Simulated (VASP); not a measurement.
A run of VASP 6.6.1:

POSCAR

```
SnS2
1.0
    3.6607548086      0.0000000000      0.0000000000
   -1.8303774043      3.1703066613      0.0000000000
    0.0000000000      0.0000000000      5.9617808839
Sn S
1 2
Direct
    0.0000000000      0.0000000000      0.0000000000
    0.3333333333      0.6666666667      0.2455905344
    0.6666666667      0.3333333333      0.7544094656
```

INCAR.step1

```
PREC     = Accurate       # precision mode
ENCUT    = 400            # plane-wave cutoff, eV
EDIFF    = 1E-5           # SCF threshold, eV
ISMEAR   = 0              # smearing method
SIGMA    = 0.01           # smearing width, eV
LREAL    = F              # projectors in reciprocal space
LASPH    = T              # aspherical terms in the spheres
NELM     = 120            # most SCF steps
ALGO     = Normal         # electronic algorithm
ISIF     = 2              # what is computed and relaxed
LWAVE    = T              # write WAVECAR
LCHARG   = F              # write CHGCAR
GGA      = PE             # functional
NBANDS   = 20             # bands
GGA_COMPAT= F
```

INCAR.step2

```
PREC     = Accurate       # precision mode
ENCUT    = 400            # plane-wave cutoff, eV
EDIFF    = 1E-6           # SCF threshold, eV
ISMEAR   = 0              # smearing method
SIGMA    = 0.01           # smearing width, eV
LREAL    = F              # projectors in reciprocal space
LASPH    = T              # aspherical terms in the spheres
NELM     = 120            # most SCF steps
ALGO     = Normal         # electronic algorithm
ISIF     = 2              # what is computed and relaxed
LWAVE    = F              # write WAVECAR
LCHARG   = F              # write CHGCAR
GGA      = PE             # functional
LHFCALC  = T              # exact exchange
AEXX     = 0.3            # exact-exchange fraction
HFSCREEN = 0.5            # screening, 1/A
PRECFOCK = Normal       
ISTART   = 1            
NBANDS   = 20             # bands
GGA_COMPAT= F
```

The input KPOINTS:

```
regular mesh
0
Gamma
  6 6 2
```

Potentials or basis: VASP PAW PBE potentials, release 64 (Sn_d, S).

Launch:

```console
$ cat potpaw_PBE.64/Sn_d/POTCAR potpaw_PBE.64/S/POTCAR > POTCAR
$ cp INCAR.step1 INCAR
$ mpirun -np 1 vasp_std > vasp.out
$ cp INCAR.step2 INCAR
$ mpirun -np 1 vasp_std > vasp.out
```

Hardware: 1 thread of Intel(R) Xeon(R) Platinum 8488C (Sapphire Rapids), with other jobs on the host.

Problem. How long does it take, and how much memory?

Solution. Wall time 12 min on 1 thread of Intel(R) Xeon(R) Platinum 8488C (Sapphire Rapids) (shared host), peak memory 0.27 GiB. Counts: k points 14.
